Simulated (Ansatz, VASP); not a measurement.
**CdO: VASP beside Ansatz**

```
CELL_PARAMETERS angstrom
0.00000 2.27108 2.27108
2.27108 0.00000 2.27108
2.27108 2.27108 0.00000
ATOMIC_POSITIONS crystal
Cd 0.00000 0.00000 0.00000
O 0.50000 0.50000 0.50000
```

Alike in both runs: task single point; functional PBE; k mesh 16 × 16 × 16; occupations gaussian, width 0.1 eV; no spin polarisation.

|  | VASP | Ansatz |
| --- | --- | --- |
| version | VASP 6.6.1 | Ansatz 0.2.0 |
| potentials or method | VASP PAW PBE potentials, release 64 (Cd, O), cutoff 600 eV | scalar-relativistic, plane waves, PAW |
| valence electrons in the cell | 18 | 26 |

```csv
,VASP,Ansatz,Ansatz less VASP
gap on the k mesh at the Fermi level (eV),none,none,-
pressure (GPa),28.1,25.9,-2.18
```

A gap of «none» marks a metal or a gap that the smearing closes. VASP's potentials hold 18 valence electrons a cell and Ansatz's 26, so a difference there can come from the potentials and not from the codes.
